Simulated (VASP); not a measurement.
Crystal: BAs.

```
As B
1.0
     0.00000    2.33974    2.33974
     2.33974    0.00000    2.33974
     2.33974    2.33974    0.00000
As B
1 1
Direct
  0.75000 0.75000 0.75000
  0.00000 0.00000 0.00000
```

Base run:

```yaml
Program: VASP 6.6.1
Functional: RPBE
Potentials_or_basis: VASP PAW PBE potentials, release 64 (As, B)
Cutoff: 520 eV
k_mesh: 10 × 10 × 10
Occupations: fermi-dirac, width 0.05 eV
Spin: no spin polarisation
```

Its results: band gap on the k mesh 1.13 eV, indirect (least direct gap 3.35 eV); pressure 16.5 GPa.

Question: After a change of settings the same cell gave: band gap on the k mesh 1.07 eV, indirect (least direct gap 3.33 eV); pressure 6.4 GPa. Which change was it?
A. functional from RPBE to PBEsol; further incar settings from ALGO = Normal; EDIFF = 1e-07; NBANDS = 11 to ALGO = Normal; EDIFF = 1e-06; NBANDS = 11
B. functional from RPBE to PBEsol-based screened hybrid; k mesh from 10 × 10 × 10 to 5 × 5 × 5
C. functional from RPBE to PBEsol
D. functional from RPBE to LDA; potentials or basis from VASP PAW PBE potentials, release 64 (As, B) to VASP PAW LDA potentials, release 64 (As, B)

Answer: D.

Caveats: the PAW data sets were made with another functional, which shifts forces and pressure a little (some runs).
